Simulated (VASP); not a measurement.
# GaAs (I-4m2) in VASP: notebook

Runs on GaAs. Level: PBEsol. Tasks: single point.

All numbers are computed with VASP 6.6.1; they aren't measurements. Logs are shortened: lines on timing, memory, paths and dates and some standing lists are left out, and cuts for length are marked.

## Step 1: The cell of the first run

It takes space group I-4m2 (No. 119, tetragonal). The conventional cell has a = 3.987 Å, b = 3.987 Å, c = 5.744 Å, α = 90.00°, β = 90.00°, γ = 90.00°. Within 3.2 Å of Ga (site symmetry -4m2) lie 4 As at 2.46 Å. Within 3.2 Å of As (site symmetry -4m2) lie 4 Ga at 2.46 Å.

## Step 2: Single point, PBEsol (strained cell)

Input file INCAR:

```
ALGO = Normal
EDIFF = 1E-6
ENCUT = 500
GGA = PS
GGA_COMPAT = False
ISIF = 2
ISMEAR = 0
LASPH = True
LCHARG = False
LREAL = False
LWAVE = False
NBANDS = 16
NELM = 120
PREC = Accurate
SIGMA = 0.02
```

Input file KPOINTS:

```
k-points
0
Gamma
  10 10 10
```

Input file POSCAR:

```
GaAs
1.0
    0.0000000000      2.8189076159      2.8719610842
    2.8189076159      0.0000000000      2.8719610842
    2.8189076159      2.8189076159      0.0000000000
Ga As
1 1
Direct
    0.0000000000      0.0000000000      0.0000000000
    0.2500000000      0.2500000000      0.2500000000
```

Potentials or basis: VASP PAW PBE potentials, release 64 (Ga_d, As).

Started as:

```console
$ cat potpaw_PBE.64/Ga_d/POTCAR potpaw_PBE.64/As/POTCAR > POTCAR
$ mpirun -np 1 vasp_std > vasp.out
```

OUTCAR:

```text
EDIFF = 1E-6
   ENCUT = 500
   GGA = PS
   ISIF = 2
   ISMEAR = 0
   LASPH = True
   LREAL = False
   NELM = 120
   PREC = Accurate

 ion  position               nearest neighbor table
   1  0.000  0.000  0.000-   2 2.46   2 2.46   2 2.46   2 2.46
   2  0.250  0.250  0.250-   1 2.46   1 2.46   1 2.46   1 2.46

  LATTYP: Found a body centered tetragonal cell.
 ALAT       =     3.9865373815
 C/A-ratio  =     1.4408298778

  Lattice vectors:

 A1 = (  -2.8189076159,   0.0000000000,   2.8719610842)
 A2 = (   2.8189076159,   0.0000000000,   2.8719610842)
 A3 = (   0.0000000000,   2.8189076159,  -2.8719610842)

Analysis of symmetry for initial positions (statically):
=====================================================================
 Subroutine PRICEL returns:
 Original cell was already a primitive cell.

 Routine SETGRP: Setting up the symmetry group for a
 body centered tetragonal supercell.

 Subroutine GETGRP returns: Found  8 space group operations
 (whereof  8 operations were pure point group operations)
 out of a pool of 16 trial point group operations.

The static configuration has the point symmetry D_2d.

Analysis of symmetry for dynamics (positions and initial velocities):
=====================================================================
 Subroutine PRICEL returns:
 Original cell was already a primitive cell.

 Routine SETGRP: Setting up the symmetry group for a
 body centered tetragonal supercell.

 Subroutine GETGRP returns: Found  8 space group operations
 (whereof  8 operations were pure point group operations)
 out of a pool of 16 trial point group operations.

The dynamic configuration has the point symmetry D_2d.

 Subroutine INISYM returns: Found  8 space group operations
 (whereof  8 operations are pure point group operations),
 and found     1 'primitive' translations

----------------------------------------------------------------------------------------

                                     Primitive cell

  volume of cell :      45.6426

  direct lattice vectors                    reciprocal lattice vectors
     0.000000000  2.818907616  2.871961084    -0.177373674  0.177373674  0.174097067
     2.818907616  0.000000000  2.871961084     0.177373674 -0.177373674  0.174097067
     2.818907616  2.818907616  0.000000000     0.177373674  0.177373674 -0.174097067

  length of vectors
     4.024226710  4.024226710  3.986537381     0.305340186  0.305340186  0.305340186

  position of ions in fractional coordinates (direct lattice)
     0.000000000  0.000000000  0.000000000
     0.250000000  0.250000000  0.250000000

  ion indices of the primitive-cell ions
   primitive index   ion index
                 1           1
                 2           2

----------------------------------------------------------------------------------------

 KPOINTS: k-points

Automatic generation of k-mesh.
 Grid dimensions read from file:
 generate k-points for:   10   10   10

 Generating k-lattice:

  Cartesian coordinates                     Fractional coordinates (reciprocal lattice)
    -0.017737367  0.017737367  0.017409707     0.100000000  0.000000000  0.000000000
     0.017737367 -0.017737367  0.017409707     0.000000000  0.100000000  0.000000000
     0.017737367  0.017737367 -0.017409707    -0.000000000 -0.000000000  0.100000000

  Length of vectors
     0.030534019  0.030534019  0.030534019

  Shift w.r.t. Gamma in fractional coordinates (k-lattice)
     0.000000000  0.000000000  0.000000000

 Subroutine IBZKPT returns following result:
 ===========================================

 Found    102 irreducible k-points:

 Following reciprocal coordinates:
            Coordinates               Weight
  0.000000  0.000000  0.000000      1.000000
  0.100000 -0.000000  0.000000      8.000000
  0.200000 -0.000000  0.000000      8.000000
  0.300000 -0.000000  0.000000      8.000000
  0.400000  0.000000  0.000000      8.000000
  0.500000  0.000000  0.000000      4.000000
[... 16 lines left out ...]
  0.300000  0.300000  0.000000      2.000000
  0.400000  0.300000  0.000000      8.000000
 [... further k-points ...]
   k-points           NKPTS =    102   k-points in BZ     NKDIM =    102   number of bands    NBANDS=     16
   number of dos      NEDOS =    301   number of ions     NIONS =      2
   total plane-waves  NPLWV =  27000
   dimension x,y,z NGX =    30 NGY =   30 NGZ =   30
   dimension x,y,z NGXF=    60 NGYF=   60 NGZF=   60
   ions per type =               1   1
   NGX,Y,Z   is equivalent  to a cutoff of  12.39, 12.39, 12.51 a.u.
   NGXF,Y,Z  is equivalent  to a cutoff of  24.79, 24.79, 25.02 a.u.
 SYSTEM =  unknown system
   PREC   = accura    normal or accurate (medium, high low for compatibility)
   ISTART =      0    job   : 0-new  1-cont  2-samecut
   ICHARG =      2    charge: 1-file 2-atom 10-const
   ISPIN  =      1    spin polarized calculation?
   LNONCOLLINEAR =      F non collinear calculations
   LSORBIT =      F    spin-orbit coupling
   LASPH  =      T    aspherical Exc in radial PAW
   ENCUT  =  500.0 eV  36.75 Ry    6.06 a.u.   7.34  7.34  7.27*2*pi/ulx,y,z
   NELM   =    120;   NELMIN=  2; NELMDL= -5     # of ELM steps
   EDIFF  = 0.1E-05   stopping-criterion for ELM
   LREAL  =      F    real-space projection
   EDIFFG = 0.1E-04   stopping-criterion for IOM
   NSW    =      0    number of steps for IOM
   IBRION =     -1    ionic relax: 0-MD 1-quasi-New 2-CG
   NFREE  =      0    steps in history (QN), initial steepest desc. (CG)
   ISIF   =      2    stress and relaxation
   ISYM   =      2    0-nonsym 1-usesym 2-fastsym
   POTIM  = 0.5000    time-step for ionic-motion
   TEBEG  =    0.0;   TEEND  =   0.0 temperature during run
   PSTRESS=    0.0 pullay stress
   NELECT =      18.0000    total number of electrons
   NUPDOWN=      -1.0000    fix difference up-down
   EMIN   =  10.00;   EMAX   =-10.00  energy-range for DOS
   EFERMI =   0.00;   METHOD = LEGACY
   ISMEAR =     0;   SIGMA  =   0.02  broadening in eV -4-tet -1-fermi 0-gaus
   EFERMI_NEDOS =   21; number of points for ismear=-14 and -15
   IALGO  =     38    algorithm
   IMIX   =      4    mixing-type and parameters
     AMIX     =   0.40;   BMIX     =  1.00
     AMIX_MAG =   1.60;   BMIX_MAG =  1.00
  volume/ion in A,a.u.               =      22.82       154.01
  Fermi-wavevector in a.u.,A,eV,Ry     =   1.200537  2.268686 19.609932  1.441289
  Thomas-Fermi vector in A             =   2.336370
   LORBIT       =      0    0 simple, 1 ext, 2 COOP (PROOUT), +10 PAW based schemes
   GGA     = PS    functional components
   LHFCALC =     F    Hartree Fock is set to
   AEXX    =    0.0000 exact exchange contribution
   IVDW    =     0    specifies the selected vdW correction
   LEPSILON=     F    determine dielectric tensor
   LRPA    =     F    only Hartree local field effects (RPA)
 non-spin polarized calculation
 Gauss-broadening in eV      SIGMA  =   0.02
  energy-cutoff  :      500.00
  volume of cell :       45.64
 maximum number of plane-waves:      1179
 NGX is ok and might be reduce to    30
   NGX = 15   NGY = 15   NGZ = 15

 number of electron      17.9999991 magnetization

 Free energy of the ion-electron system (eV)
  ---------------------------------------------------
  ext. energy  EPLUGINS =         0.00000000
  ---------------------------------------------------
  free energy    TOTEN  =        -9.08921918 eV

  energy without entropy =       -9.08921918  energy(sigma->0) =       -9.08921918

 E-fermi :   3.8624     XC(G=0):  -9.7278

 val. band max:        3.7451815889   @ k =   0.0000   0.0000   0.0000
 cond. band min:       4.0861172625   @ k =   0.0000   0.0000   0.0000
 fundamental gap:      0.3409356737
 Fermi energy:         3.8624186557

 k-point     1 :       0.0000    0.0000    0.0000
  band No.  band energies     occupation
      1     -11.0503      2.00000
      2     -11.0457      2.00000
      3     -11.0457      2.00000
      4     -10.9711      2.00000
      5     -10.9684      2.00000
      6      -8.9697      2.00000
[... 8 lines left out ...]
     15      13.6008      0.00000
     16      13.9748      0.00000

 k-point     2 :       0.1000   -0.0000    0.0000
  band No.  band energies     occupation
      1     -11.0563      2.00000
      2     -11.0461      2.00000
      3     -11.0434      2.00000
      4     -10.9713      2.00000
      5     -10.9685      2.00000
      6      -8.8533      2.00000
[... 8 lines left out ...]
     15      12.9436      0.00000
     16      13.2362      0.00000

 k-point     3 :       0.2000   -0.0000    0.0000
  band No.  band energies     occupation
      1     -11.0772      2.00000
      2     -11.0408      2.00000
      3     -11.0379      2.00000
      4     -10.9715      2.00000
      5     -10.9682      2.00000
      6      -8.5188      2.00000
[... 8 lines left out ...]
     15      12.6546      0.00000
     16      12.6791      0.00000

 k-point     4 :       0.3000   -0.0000    0.0000
  band No.  band energies     occupation
      1     -11.1010      2.00000
      2     -11.0348      2.00000
      3     -11.0320      2.00000
      4     -10.9707      2.00000
      5     -10.9668      2.00000
      6      -8.0181      2.00000
[... 8 lines left out ...]
     15      12.9775      0.00000
     16      12.9788      0.00000
[... 324 lines left out ...]
 k-point    22 :      -0.2000    0.2000    0.0000
  band No.  band energies     occupation
      1     -11.1077      2.00000
      2     -11.0300      2.00000
      3     -11.0288      2.00000
      4     -10.9747      2.00000
      5     -10.9660      2.00000
      6      -7.8373      2.00000
[... 8 lines left out ...]
     15      14.1474      0.00000
     16      14.8978      0.00000

 k-point    23 :       0.3000    0.3000    0.0000
  band No.  band energies     occupation
      1     -11.1259      2.00000
      2     -11.0153      2.00000
      3     -11.0153      2.00000
      4     -10.9826      2.00000
      5     -10.9636      2.00000
      6      -7.7119      2.00000
[... 8 lines left out ...]
     15      15.3647      0.00000
     16      15.8426      0.00000

 k-point    24 :       0.4000    0.3000    0.0000
  band No.  band energies     occupation
      1     -11.1374      2.00000
      2     -11.0113      2.00000
      3     -11.0096      2.00000
      4     -10.9843      2.00000
      5     -10.9625      2.00000
      6      -7.2823      2.00000
[... 8 lines left out ...]
     15      15.9806      0.00000
     16      16.2685      0.00000

 [... further k-points ...]

------------------------ aborting loop because EDIFF is reached ----------------------------------------

  FORCE on cell =-STRESS in cart. coord.  units (eV):
  Direction    XX          YY          ZZ          XY          YZ          ZX
  --------------------------------------------------------------------------------------
  -------------------------------------------------------------------------------------
  Total        0.0075028      0.0075028     -0.3235138      0.0000000      0.0000000     -0.0000000
  in kB        0.2633694      0.2633694    -11.3562050      0.0000000      0.0000000     -0.0000000
  external PRESSURE =      -3.6098220 kB  Pullay stress =       0.0000000 kB

 VOLUME and BASIS-vectors are now :
 -----------------------------------------------------------------------------
  energy-cutoff  :      500.00
  volume of cell :       45.64
      direct lattice vectors                 reciprocal lattice vectors
     0.000000000  2.818907616  2.871961084    -0.177373674  0.177373674  0.174097067
     2.818907616  0.000000000  2.871961084     0.177373674 -0.177373674  0.174097067
     2.818907616  2.818907616  0.000000000     0.177373674  0.177373674 -0.174097067

 POSITION                                       TOTAL-FORCE (eV/Angst)
 -----------------------------------------------------------------------------------
      0.00000      0.00000      0.00000         0.000000      0.000000     -0.000000
      1.40945      1.40945      1.43598        -0.000000     -0.000000      0.000000
 -----------------------------------------------------------------------------------
    total drift:                                0.000000      0.000000     -0.000001

  FREE ENERGIE OF THE ION-ELECTRON SYSTEM (eV)
  ---------------------------------------------------
  free  energy   TOTEN  =        -9.0892191803 eV

  energy  without entropy=       -9.0892191803  energy(sigma->0) =       -9.08921918
```

It took 2 min on 1 thread of Intel Xeon 8259CL, shared host; peak memory 0.22 GiB.

Results:

```yaml
Free_energy: -9.0892 eV
Pressure: -0.4 GPa
Band_gap_on_the_k_mesh: 0.34 eV
```

Levels at points of the mesh, in eV from the valence-band top:
| k point | band 5 | band 6 | band 7 | band 8 | band 9 | band 10 | band 11 | band 12 | band 13 | band 14 |
| --- | --- | --- | --- | --- | --- | --- | --- | --- | --- | --- |
| (0.00, 0.00, 0.00) | -14.71 | -12.71 | -0.11 | 0.00 | 0.00 | 0.34 | 3.64 | 3.64 | 3.69 | 7.32 |
| (0.50, 0.00, 0.00) | -14.71 | -10.97 | -6.66 | -1.25 | -1.09 | 0.86 | 4.49 | 4.61 | 7.54 | 10.15 |
| (0.50, 0.50, 0.00) | -14.70 | -10.28 | -6.91 | -2.61 | -2.61 | 1.41 | 1.66 | 10.00 | 10.00 | 10.65 |
| (0.50, 0.00, 0.50) | -14.70 | -10.22 | -6.80 | -2.74 | -2.73 | 1.30 | 1.48 | 9.93 | 10.05 | 10.78 |

Caveat: the cell differs from its parent crystal (strained cell); semilocal functionals underestimate gaps, and a narrow one can read as zero; the PAW data sets were made with another functional, which shifts forces and pressure a little.

## Step 3: Single point, PBEsol (strained cell)

Input file INCAR:

```
PREC     = Accurate       # precision mode
ENCUT    = 500            # plane-wave cutoff, eV
EDIFF    = 1E-6           # SCF threshold, eV
ISMEAR   = 0              # smearing method
SIGMA    = 0.02           # smearing width, eV
LREAL    = False          # projectors in reciprocal space
LASPH    = True           # aspherical terms in the spheres
NELM     = 120            # most SCF steps
ALGO     = Normal         # electronic algorithm
ISIF     = 2              # what is computed and relaxed
LWAVE    = False          # write WAVECAR
LCHARG   = True           # write CHGCAR
GGA      = PS             # functional
LELF     = True           # ELF
LVHAR    = True         
NBANDS   = 16             # bands
GGA_COMPAT= False
```

Input file KPOINTS:

```
Automatic mesh
0
Gamma
  10 10 10
```

Input file POSCAR:

```
GaAs
1.0
    0.0000000000      2.8166657683      2.8719610842
    2.8166657683      0.0000000000      2.8719610842
    2.8166657683      2.8166657683      0.0000000000
Ga As
1 1
Direct
    0.0000000000      0.0000000000      0.0000000000
    0.2500000000      0.2500000000      0.2500000000
```

Potentials or basis: VASP PAW PBE potentials, release 64 (Ga_d, As).

Started as:

```console
$ cat potpaw_PBE.64/Ga_d/POTCAR potpaw_PBE.64/As/POTCAR > POTCAR
$ mpirun -np 1 vasp_std > vasp.out
```

It took 1.9 min on 1 thread of Intel Xeon 8259CL, shared host; peak memory 0.22 GiB.

It converged, with:

| Quantity | Value |
| --- | --- |
| Free energy | -9.0892 eV |
| Pressure | -0.3 GPa |
| Band gap on the k mesh | 0.35 eV |

Stress tensor (GPa, compression positive):
```
 0.15  0.00  0.00
 0.00  0.15  0.00
 0.00  0.00 -1.06
```

Levels at points of the mesh, in eV from the valence-band top:
```csv
k point,band 7,band 8,band 9,band 10,band 11,band 12
"(0.00, 0.00, 0.00)",-0.11,0.00,0.00,0.35,3.64,3.64
"(0.50, 0.00, 0.00)",-6.67,-1.25,-1.09,0.86,4.48,4.61
"(0.50, 0.50, 0.00)",-6.92,-2.62,-2.62,1.41,1.66,10.01
"(0.50, 0.00, 0.50)",-6.81,-2.75,-2.74,1.29,1.48,9.94
```

Caveat: the cell differs from its parent crystal (strained cell); semilocal functionals underestimate gaps, and a narrow one can read as zero; the PAW data sets were made with another functional, which shifts forces and pressure a little.

[end of part 1 of 2]
